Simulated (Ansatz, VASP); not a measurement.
# Ir: VASP beside Ansatz

INCAR

```
SYSTEM = Ir
  ALGO = Fast
  EDIFF = 1E-6
  ENCUT = 520
  GGA = PE
  ISIF = 2
  ISMEAR = 0
  LASPH = .TRUE.
  LCHARG = .TRUE.
  LELF = .TRUE.
  LREAL = .FALSE.
  LVHAR = .TRUE.
  LWAVE = .FALSE.
  NBANDS = 10
  NELM = 80
  PREC = Accurate
  SIGMA = 0.15
```

KPOINTS

```
k-points
0
G
  20 20 20
  0 0 0
```

The input POSCAR:

```
Ir
1.0
    0.0000000000      1.9351816027      2.2254588431
    1.9351816027      0.0000000000      2.2254588431
    1.9351816027      1.9351816027      0.0000000000
Ir
1
Direct
    0.0000000000      0.0000000000      0.0000000000
```

Input for Ansatz:

```yaml
crystal:
  lattice:
    - [0.0, 1.9351816027, 2.2254588431]
    - [1.9351816027, 0.0, 2.2254588431]
    - [1.9351816027, 1.9351816027, 0.0]
  atoms:
    - { symbol: Ir, position: [0.0, 0.0, 0.0] }
basis:
  ecutwfc: 420
kpoints:
  mp_grid: { grid: [20, 20, 20] }
hamiltonian:
  xc: pbe
  pseudopotentials: { kind: paw, azcp: { folder: soft_1 } }
scf:
  occupations: { method: gaussian, width: 0.15 }
output:
  forces: true
  stress: true
  eigenvalues: true
```

Change from the starting cell: engineering shear strain xy +0.0000, normal strain along z +0.1500.

Alike in both runs: task single point; functional PBE; k mesh 20 × 20 × 20; occupations gaussian, width 0.15 eV; no spin polarisation.

|  | VASP | Ansatz |
| --- | --- | --- |
| version | VASP 6.6.1 | Ansatz 0.2.0 |
| potentials or method | VASP PAW PBE potentials, release 64 (Ir), cutoff 520 eV | scalar-relativistic, plane waves, PAW |
| valence electrons in the cell | 9 | 17 |

VASP gave:

```
gap on the k mesh at the Fermi level (eV)                     : none
pressure (GPa)                                                : -30.0
traceless stress, the component that is largest in VASP (GPa) : -20.12
```

Question: Which values does Ansatz return?

Answer: gap on the k mesh at the Fermi level (eV): none; pressure (GPa): -30.3; traceless stress, the component that is largest in VASP (GPa): -20.31.

A gap of «none» marks a metal or a gap that the smearing closes. Both programs put the cell under strong tension, so it lies far from rest at this level. With one functional, cell and mesh, what is left measures potentials, basis and numerics. VASP's potentials hold 9 valence electrons a cell and Ansatz's 17, so a difference there can come from the potentials and not from the codes.

Neither program's run includes spin-orbit coupling.
